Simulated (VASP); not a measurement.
# Ir (I4/mmm) in VASP: further runs

Runs on Ir. Level: r2SCAN. Tasks: single point.

All numbers are computed with VASP 6.6.1; they aren't measurements. Logs are shortened: lines on timing, memory, paths and dates and some standing lists are left out, and cuts for length are marked.

### Step 1. The cell of the first run

Symmetry: I4/mmm, No. 139, tetragonal system. The conventional cell has a = 2.715 Å, b = 2.715 Å, c = 4.271 Å, α = 90.00°, β = 90.00°, γ = 90.00°. Within 3.6 Å of Ir (site symmetry 4/mmm) lie 12 Ir at 2.71 to 2.87 Å.

### Step 2. Single point, r2SCAN (strain +0.1125 x Voigt [0, 0, 1, 0, 0, 0])

File POSCAR:

```
Ir
1.0
    0.0000000000      1.9197000000      2.1356662500
    1.9197000000      0.0000000000      2.1356662500
    1.9197000000      1.9197000000      0.0000000000
Ir
1
Direct
    0.0000000000      0.0000000000      0.0000000000
```

File INCAR.step1:

```
ALGO = Normal
EDIFF = 1E-4
ENCUT = 520
GGA = PE
ISMEAR = 0
LASPH = True
LCHARG = False
LREAL = False
LWAVE = True
NBANDS = 10
NELM = 100
PREC = Accurate
SIGMA = 0.15
```

File INCAR.step2:

```
ALGO = Normal
EDIFF = 1E-7
ENCUT = 520
ISIF = 2
ISMEAR = 0
ISTART = 1
LASPH = True
LCHARG = False
LMIXTAU = True
LREAL = False
LWAVE = False
METAGGA = R2SCAN
NBANDS = 10
NELM = 100
PREC = Accurate
SIGMA = 0.15
```

File KPOINTS:

```
k-points
0
Gamma
  22 22 22
```

Potentials or basis: VASP PAW PBE potentials, release 64 (Ir).

On the command line:

```console
> cat potpaw_PBE.64/Ir/POTCAR > POTCAR
> cp INCAR.step1 INCAR
> mpirun -np 1 vasp_std > vasp.out
> cp INCAR.step2 INCAR
> mpirun -np 1 vasp_std > vasp.out
```

OUTCAR:

```text
EDIFF = 1E-7
   ENCUT = 520
   ISIF = 2
   ISMEAR = 0
   ISTART = 1
   LASPH = True
   LREAL = False
   METAGGA = R2SCAN
   NELM = 100
   PREC = Accurate

 ion  position               nearest neighbor table
   1  0.000  0.000  0.000-

  LATTYP: Found a body centered tetragonal cell.
 ALAT       =     2.7148657757
 C/A-ratio  =     1.5733125881

  Lattice vectors:

 A1 = (  -1.9197000000,   0.0000000000,   2.1356662500)
 A2 = (   1.9197000000,   0.0000000000,   2.1356662500)
 A3 = (   0.0000000000,   1.9197000000,  -2.1356662500)

Analysis of symmetry for initial positions (statically):
=====================================================================
 Subroutine PRICEL returns:
 Original cell was already a primitive cell.

 Routine SETGRP: Setting up the symmetry group for a
 body centered tetragonal supercell.

 Subroutine GETGRP returns: Found 16 space group operations
 (whereof 16 operations were pure point group operations)
 out of a pool of 16 trial point group operations.

The static configuration has the point symmetry D_4h.

Analysis of symmetry for dynamics (positions and initial velocities):
=====================================================================
 Subroutine PRICEL returns:
 Original cell was already a primitive cell.

 Routine SETGRP: Setting up the symmetry group for a
 body centered tetragonal supercell.

 Subroutine GETGRP returns: Found 16 space group operations
 (whereof 16 operations were pure point group operations)
 out of a pool of 16 trial point group operations.

The dynamic configuration has the point symmetry D_4h.

 Subroutine INISYM returns: Found 16 space group operations
 (whereof 16 operations are pure point group operations),
 and found     1 'primitive' translations

----------------------------------------------------------------------------------------

                                     Primitive cell

  volume of cell :      15.7409

  direct lattice vectors                    reciprocal lattice vectors
     0.000000000  1.919700000  2.135666250    -0.260457363  0.260457363  0.234118978
     1.919700000  0.000000000  2.135666250     0.260457363 -0.260457363  0.234118978
     1.919700000  1.919700000  0.000000000     0.260457363  0.260457363 -0.234118978

  length of vectors
     2.871640371  2.871640371  2.714865776     0.436449048  0.436449048  0.436449048

  position of ions in fractional coordinates (direct lattice)
     0.000000000  0.000000000  0.000000000

  ion indices of the primitive-cell ions
   primitive index   ion index
                 1           1

----------------------------------------------------------------------------------------

 KPOINTS: k-points

Automatic generation of k-mesh.
 Grid dimensions read from file:
 generate k-points for:   22   22   22

 Generating k-lattice:

  Cartesian coordinates                     Fractional coordinates (reciprocal lattice)
    -0.011838971  0.011838971  0.010641772     0.045454545  0.000000000  0.000000000
     0.011838971 -0.011838971  0.010641772     0.000000000  0.045454545  0.000000000
     0.011838971  0.011838971 -0.010641772    -0.000000000 -0.000000000  0.045454545

  Length of vectors
     0.019838593  0.019838593  0.019838593

  Shift w.r.t. Gamma in fractional coordinates (k-lattice)
     0.000000000  0.000000000  0.000000000

 Subroutine IBZKPT returns following result:
 ===========================================

 Found    834 irreducible k-points:

 Following reciprocal coordinates:
            Coordinates               Weight
  0.000000  0.000000  0.000000      1.000000
  0.045455  0.000000  0.000000      8.000000
  0.090909  0.000000  0.000000      8.000000
  0.136364  0.000000  0.000000      8.000000
  0.181818  0.000000  0.000000      8.000000
  0.227273  0.000000  0.000000      8.000000
[... 16 lines left out ...]
  0.500000  0.045455  0.000000      8.000000
 -0.454545  0.045455  0.000000      8.000000
 [... further k-points ...]
   k-points           NKPTS =    834   k-points in BZ     NKDIM =    834   number of bands    NBANDS=     10
   number of dos      NEDOS =    301   number of ions     NIONS =      1
   total plane-waves  NPLWV =  11520
   dimension x,y,z NGX =    24 NGY =   24 NGZ =   20
   dimension x,y,z NGXF=    48 NGYF=   48 NGZF=   40
   ions per type =               1
   NGX,Y,Z   is equivalent  to a cutoff of  13.89, 13.89, 12.25 a.u.
   NGXF,Y,Z  is equivalent  to a cutoff of  27.79, 27.79, 24.49 a.u.
 SYSTEM =  unknown system
   PREC   = accura    normal or accurate (medium, high low for compatibility)
   ISTART =      1    job   : 0-new  1-cont  2-samecut
   ICHARG =      0    charge: 1-file 2-atom 10-const
   ISPIN  =      1    spin polarized calculation?
   LNONCOLLINEAR =      F non collinear calculations
   LSORBIT =      F    spin-orbit coupling
   LASPH  =      T    aspherical Exc in radial PAW
   ENCUT  =  520.0 eV  38.22 Ry    6.18 a.u.   5.34  5.34  5.05*2*pi/ulx,y,z
   NELM   =    100;   NELMIN=  2; NELMDL=  0     # of ELM steps
   EDIFF  = 0.1E-06   stopping-criterion for ELM
   LREAL  =      F    real-space projection
   EDIFFG = 0.1E-05   stopping-criterion for IOM
   NSW    =      0    number of steps for IOM
   IBRION =     -1    ionic relax: 0-MD 1-quasi-New 2-CG
   NFREE  =      0    steps in history (QN), initial steepest desc. (CG)
   ISIF   =      2    stress and relaxation
   ISYM   =      2    0-nonsym 1-usesym 2-fastsym
   POTIM  = 0.5000    time-step for ionic-motion
   TEBEG  =    0.0;   TEEND  =   0.0 temperature during run
   PSTRESS=    0.0 pullay stress
   NELECT =       9.0000    total number of electrons
   NUPDOWN=      -1.0000    fix difference up-down
   EMIN   =  10.00;   EMAX   =-10.00  energy-range for DOS
   EFERMI =   0.00;   METHOD = LEGACY
   ISMEAR =     0;   SIGMA  =   0.15  broadening in eV -4-tet -1-fermi 0-gaus
   EFERMI_NEDOS =   21; number of points for ismear=-14 and -15
   IALGO  =     38    algorithm
   IMIX   =      4    mixing-type and parameters
     AMIX     =   0.40;   BMIX     =  1.00
     AMIX_MAG =   1.60;   BMIX_MAG =  1.00
  volume/ion in A,a.u.               =      15.74       106.22
  Fermi-wavevector in a.u.,A,eV,Ry     =   1.358769  2.567701 25.119800  1.846253
  Thomas-Fermi vector in A             =   2.485574
   LORBIT       =      0    0 simple, 1 ext, 2 COOP (PROOUT), +10 PAW based schemes
   METAGGA = R2SCAN    functional components
   LHFCALC =     F    Hartree Fock is set to
   AEXX    =    0.0000 exact exchange contribution
   IVDW    =     0    specifies the selected vdW correction
   LEPSILON=     F    determine dielectric tensor
   LRPA    =     F    only Hartree local field effects (RPA)
 non-spin polarized calculation
 Gauss-broadening in eV      SIGMA  =   0.15
  energy-cutoff  :      520.00
  volume of cell :       15.74
 maximum number of plane-waves:       436
 NGX is ok and might be reduce to    24
   NGX = 11   NGY = 11   NGZ = 11

 number of electron       9.0000000 magnetization

 Free energy of the ion-electron system (eV)
  ---------------------------------------------------
  ext. energy  EPLUGINS =         0.00000000
  ---------------------------------------------------
  free energy    TOTEN  =       -52.12331767 eV

  energy without entropy =      -52.11059624  energy(sigma->0) =      -52.11695695

 E-fermi :   8.3820     XC(G=0): -14.5886

 val. band max:        8.3807734018   @ k =   0.4091   0.1818   0.0455
 cond. band min:       8.3830335572   @ k =  -0.4545   0.3636   0.1818
 fundamental gap:      0.0022601554
 Fermi energy:         8.3820232102

 k-point     1 :       0.0000    0.0000    0.0000
  band No.  band energies     occupation
      1      -1.9559      2.00000
      2       4.1860      2.00000
      3       5.5493      2.00000
      4       5.5493      2.00000
      5       6.3872      2.00000
      6       8.0935      1.99348
      7      23.8906      0.00000
      8      27.1532      0.00000
      9      29.8652      0.00000
     10      29.8652      0.00000

 k-point     2 :       0.0455    0.0000    0.0000
  band No.  band energies     occupation
      1      -1.8691      2.00000
      2       4.2103      2.00000
      3       5.5137      2.00000
      4       5.5846      2.00000
      5       6.3833      2.00000
      6       8.0572      1.99781
      7      24.0266      0.00000
      8      27.1663      0.00000
      9      29.4363      0.00000
     10      30.0004      0.00000

 k-point     3 :       0.0909    0.0000    0.0000
  band No.  band energies     occupation
      1      -1.6137      2.00000
      2       4.2707      2.00000
      3       5.4122      2.00000
      4       5.6844      2.00000
      5       6.3937      2.00000
      6       7.9581      1.99994
      7      24.4058      0.00000
      8      26.9379      0.00000
      9      28.8677      0.00000
     10      30.3934      0.00000

 k-point     4 :       0.1364    0.0000    0.0000
  band No.  band energies     occupation
      1      -1.2070      2.00000
      2       4.3365      2.00000
      3       5.2620      2.00000
      4       5.8284      2.00000
      5       6.4733      2.00000
      6       7.8274      2.00000
      7      24.9317      0.00000
      8      26.0170      0.00000
      9      29.0365      0.00000
     10      31.0040      0.00000
[... 222 lines left out ...]
 k-point    22 :       0.4545    0.0455    0.0000
  band No.  band energies     occupation
      1       1.1891      2.00000
      2       4.2677      2.00000
      3       5.6840      2.00000
      4       7.1666      2.00000
      5       8.8645      0.00001
      6       9.3604      0.00000
      7      16.0148      0.00000
      8      23.1657      0.00000
      9      28.1805      0.00000
     10      29.3927      0.00000

 k-point    23 :       0.5000    0.0455    0.0000
  band No.  band energies     occupation
      1       1.1971      2.00000
      2       4.2484      2.00000
      3       5.6209      2.00000
      4       7.6385      2.00000
      5       8.9058      0.00000
      6       9.7757      0.00000
      7      15.1872      0.00000
      8      22.9688      0.00000
      9      27.6456      0.00000
     10      29.3176      0.00000

 k-point    24 :      -0.4545    0.0455    0.0000
  band No.  band energies     occupation
      1       1.2012      2.00000
      2       4.2733      2.00000
      3       5.6116      2.00000
      4       7.5044      2.00000
      5       8.8186      0.00004
      6       9.9135      0.00000
      7      15.2721      0.00000
      8      22.9871      0.00000
      9      27.5118      0.00000
     10      29.5738      0.00000

 [... further k-points ...]
[... 5 lines left out ...]
  --------------------------------------------------------------------------------------
  -------------------------------------------------------------------------------------
  Total       -1.5716239     -1.5716239     -4.4934481      0.0000000     -0.0000000      0.0000000
  in kB     -159.9665222   -159.9665222   -457.3621352      0.0000000     -0.0000000      0.0000000
  external PRESSURE =    -259.0983932 kB  Pullay stress =       0.0000000 kB

 VOLUME and BASIS-vectors are now :
 -----------------------------------------------------------------------------
  energy-cutoff  :      520.00
  volume of cell :       15.74
      direct lattice vectors                 reciprocal lattice vectors
     0.000000000  1.919700000  2.135666250    -0.260457363  0.260457363  0.234118978
     1.919700000  0.000000000  2.135666250     0.260457363 -0.260457363  0.234118978
     1.919700000  1.919700000  0.000000000     0.260457363  0.260457363 -0.234118978

 POSITION                                       TOTAL-FORCE (eV/Angst)
 -----------------------------------------------------------------------------------
      0.00000      0.00000      0.00000         0.000000      0.000000      0.000000
 -----------------------------------------------------------------------------------
    total drift:                               -0.000000     -0.000000      0.000000

  FREE ENERGIE OF THE ION-ELECTRON SYSTEM (eV)
  ---------------------------------------------------
  free  energy   TOTEN  =       -52.1233176661 eV

  energy  without entropy=      -52.1105962385  energy(sigma->0) =      -52.11695695
```

It took 4.5 min on 1 thread of AMD EPYC 9R45 (Zen 5), shared host; peak memory 0.23 GiB.

Results:

* Free energy: -52.1233 eV
* Pressure: -25.9 GPa
* Band gap on the k mesh: zero (an odd number of electrons rules out a gap without spin polarisation)

Caveat: the cell differs from its parent crystal (strain +0.1125 x Voigt [0, 0, 1, 0, 0, 0]); the cell stands under tension; the PAW data sets were made with another functional, which shifts forces and pressure a little; spin-orbit coupling is left out, which moves the levels of the heavy elements.

### Step 3. Single point, r2SCAN (strain +0.1312 x Voigt [0, 0, 1, 0, 0, 0])

File POSCAR:

```
Ir
1.0
    0.0000000000      1.9197000000      2.1715646400
    1.9197000000      0.0000000000      2.1715646400
    1.9197000000      1.9197000000      0.0000000000
Ir
1
Direct
    0.0000000000      0.0000000000      0.0000000000
```

File INCAR.step1:

```
SYSTEM = Ir
PREC = Accurate
ENCUT = 520
ISMEAR = 0
SIGMA = 0.15
LREAL = .FALSE.
LASPH = .TRUE.
NELM = 80
NBANDS = 10
GGA = PE
ALGO = Normal
EDIFF = 1E-4
LWAVE = .TRUE.
LCHARG = .FALSE.
```

File INCAR.step2:

```
SYSTEM = Ir
PREC = Accurate
ENCUT = 520
EDIFF = 1E-6
ISMEAR = 0
SIGMA = 0.15
LREAL = .FALSE.
LASPH = .TRUE.
NELM = 80
ALGO = Normal
ISIF = 2
LWAVE = .FALSE.
LCHARG = .FALSE.
METAGGA = R2SCAN
LMIXTAU = .TRUE.
NBANDS = 10
ISTART = 1
```

File KPOINTS:

```
regular mesh
0
G
  22 22 22
  0 0 0
```

Potentials or basis: VASP PAW PBE potentials, release 64 (Ir).

On the command line:

```console
> cat potpaw_PBE.64/Ir/POTCAR > POTCAR
> cp INCAR.step1 INCAR
> mpirun -np 1 vasp_std > vasp.out
> cp INCAR.step2 INCAR
> mpirun -np 1 vasp_std > vasp.out
```

Wall time 4 min (1 thread of AMD EPYC 9R45 (Zen 5), shared host); peak memory 0.23 GiB.

The run converged. Its results:

```
Free energy            : -52.0442 eV
Pressure               : -28.7 GPa
Band gap on the k mesh : zero (an odd number of electrons rules out a gap without spin polarisation)
```

Stress tensor (GPa, compression positive):
```
-18.01   0.00   0.00
  0.00 -18.01   0.00
  0.00   0.00 -49.99
```

Levels at points of the mesh, in eV from the Fermi level:
| k point | band 1 | band 2 | band 3 | band 4 | band 5 | band 6 | band 7 | band 8 |
| --- | --- | --- | --- | --- | --- | --- | --- | --- |
| (0.00, 0.00, 0.00) | -10.16 | -4.22 | -2.66 | -2.66 | -2.10 | -0.17 | 15.59 | 18.49 |
| (0.50, 0.00, 0.00) | -7.08 | -4.07 | -2.64 | -0.27 | 0.46 | 1.03 | 6.64 | 14.41 |
| (0.50, 0.50, 0.00) | -6.97 | -6.29 | 0.39 | 0.86 | 1.17 | 1.17 | 7.46 | 13.35 |
| (0.50, 0.00, 0.50) | -6.74 | -6.20 | 0.45 | 0.52 | 2.07 | 2.74 | 10.67 | 10.77 |

Caveat: the cell differs from its parent crystal (strain +0.1312 x Voigt [0, 0, 1, 0, 0, 0]); the cell stands under tension; the PAW data sets were made with another functional, which shifts forces and pressure a little; spin-orbit coupling is left out, which moves the levels of the heavy elements.

### Step 4. Single point, r2SCAN (strain +0.1500 x Voigt [0, 0, 1, 0, 0, 0])

File POSCAR:

```
Ir
1.0
    0.0000000000      1.9197000000      2.2076550000
    1.9197000000      0.0000000000      2.2076550000
    1.9197000000      1.9197000000      0.0000000000
Ir
1
Direct
    0.0000000000      0.0000000000      0.0000000000
```

File INCAR.step1:

```
SYSTEM = Ir
PREC     = Accurate       ! precision mode
ENCUT    = 520            ! plane-wave cutoff, eV
ISMEAR   = 0              ! smearing method
SIGMA    = 0.15           ! smearing width, eV
LREAL    = .FALSE.        ! projectors in reciprocal space
LASPH    = .TRUE.         ! aspherical terms in the spheres
NELM     = 60             ! most SCF steps
NBANDS   = 10             ! bands
GGA      = PE             ! functional
ALGO     = Normal         ! electronic algorithm
EDIFF    = 1E-4           ! SCF threshold, eV
LWAVE    = .TRUE.         ! write WAVECAR
LCHARG   = .FALSE.        ! write CHGCAR
```

File INCAR.step2:

```
SYSTEM = Ir
PREC     = Accurate       ! precision mode
ENCUT    = 520            ! plane-wave cutoff, eV
EDIFF    = 1E-6           ! SCF threshold, eV
ISMEAR   = 0              ! smearing method
SIGMA    = 0.15           ! smearing width, eV
LREAL    = .FALSE.        ! projectors in reciprocal space
LASPH    = .TRUE.         ! aspherical terms in the spheres
NELM     = 60             ! most SCF steps
ALGO     = Normal         ! electronic algorithm
ISIF     = 2              ! what is computed and relaxed
LWAVE    = .FALSE.        ! write WAVECAR
LCHARG   = .FALSE.        ! write CHGCAR
METAGGA  = R2SCAN         ! meta-GGA
LMIXTAU  = .TRUE.       
NBANDS   = 10             ! bands
ISTART   = 1
```

KPOINTS is that of step 3.

On the command line:

```console
> cat potpaw_PBE.64/Ir/POTCAR > POTCAR
> cp INCAR.step1 INCAR
> mpirun -np 1 vasp_std > vasp.out
> cp INCAR.step2 INCAR
> mpirun -np 1 vasp_std > vasp.out
```

Run time: 4 min. Hardware: 1 thread of AMD EPYC 9R45 (Zen 5), shared host; peak memory 0.23 GiB.

Results (log left out):

```yaml
Free_energy: -51.9583 eV
Pressure: -31.0 GPa
Band_gap_on_the_k_mesh: zero (an odd number of electrons rules out a gap without spin polarisation)
```

Stress tensor (GPa, compression positive):
```
-19.88   0.00   0.00
  0.00 -19.88   0.00
  0.00   0.00 -53.25
```

Levels at points of the mesh, in eV from the Fermi level:
| k point | band 1 | band 2 | band 3 | band 4 | band 5 | band 6 | band 7 | band 8 | band 9 |
| --- | --- | --- | --- | --- | --- | --- | --- | --- | --- |
| (0.00, 0.00, 0.00) | -9.99 | -4.25 | -2.50 | -2.50 | -2.19 | -0.05 | 15.67 | 18.23 | 21.52 |
| (0.50, 0.00, 0.00) | -6.92 | -4.05 | -2.48 | -0.21 | 0.42 | 1.01 | 6.54 | 14.25 | 19.12 |
| (0.50, 0.50, 0.00) | -6.83 | -6.15 | 0.25 | 0.87 | 1.12 | 1.12 | 7.04 | 13.48 | 13.48 |
| (0.50, 0.00, 0.50) | -6.57 | -6.01 | 0.38 | 0.38 | 2.12 | 2.87 | 10.63 | 10.63 | 11.43 |

Caveat: the cell differs from its parent crystal (strain +0.1500 x Voigt [0, 0, 1, 0, 0, 0]); the cell stands under tension; the PAW data sets were made with another functional, which shifts forces and pressure a little; spin-orbit coupling is left out, which moves the levels of the heavy elements.

### Step 5. Overview

```tsv
cell	gap on the mesh (eV)	pressure (GPa)
a = 2.872, b = 2.872, c = 2.715 Å, angles 61.8, 61.8, 56.4°, 1 atom	none	-25.9
a = 2.898, b = 2.898, c = 2.715 Å, angles 62.1, 62.1, 55.9°, 1 atom	none	-28.7
a = 2.926, b = 2.926, c = 2.715 Å, angles 62.4, 62.4, 55.3°, 1 atom	none	-31.0
```

Alike in all rows: task single point; level r2SCAN; potentials or basis VASP PAW PBE potentials, release 64 (Ir); no spin polarisation; k mesh 22 × 22 × 22; cutoff (eV) 520; smearing gaussian 0.15 eV.

Caveats: the cell stands under tension; the PAW data sets were made with another functional, which shifts forces and pressure a little; spin-orbit coupling is left out, which moves the levels of the heavy elements.

Total energies depend on the potentials used, so only differences within one code and one set of settings carry meaning.
